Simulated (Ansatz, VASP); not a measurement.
**Two plane-wave programs on BaTiO3**

```
Ba Ti O
1.0
     4.08897    0.00000    0.00000
     0.00000    3.94104    0.00000
     0.00000    0.00000    3.94104
Ba Ti O
1 1 3
Direct
  0.50000 0.50000 0.50000
  0.00000 0.00000 0.00000
  0.50000 0.00000 0.00000
  0.00000 0.50000 0.00000
  0.00000 0.00000 0.50000
```

Alike in both runs: task single point; functional PBEsol; k mesh 8 × 8 × 8; occupations gaussian, width 0.02 eV; no spin polarisation.

|  | VASP | Ansatz |
| --- | --- | --- |
| version | VASP 6.6.1 | Ansatz 0.2.0 |
| potentials or method | VASP PAW PBE potentials, release 64 (Ba_sv, Ti_sv, O_h), cutoff 1340 eV | scalar-relativistic, plane waves, PAW |
| valence electrons in the cell | 40 | 40 |

|  | VASP | Ansatz | Ansatz less VASP |
| --- | --- | --- | --- |
| gap on the k mesh at the Fermi level (eV) | 1.64 | 1.70 | +0.060 |
| least direct gap on the mesh (eV) | 1.81 | 1.84 | +0.029 |
| pressure (GPa) | -0.5 | -2.3 | -1.76 |
| traceless stress, the component that is largest in VASP (GPa) | -4.72 | -4.56 | +0.159 |

VASP's potentials were made for PBE, not for PBEsol.

Neither program's run includes spin-orbit coupling.
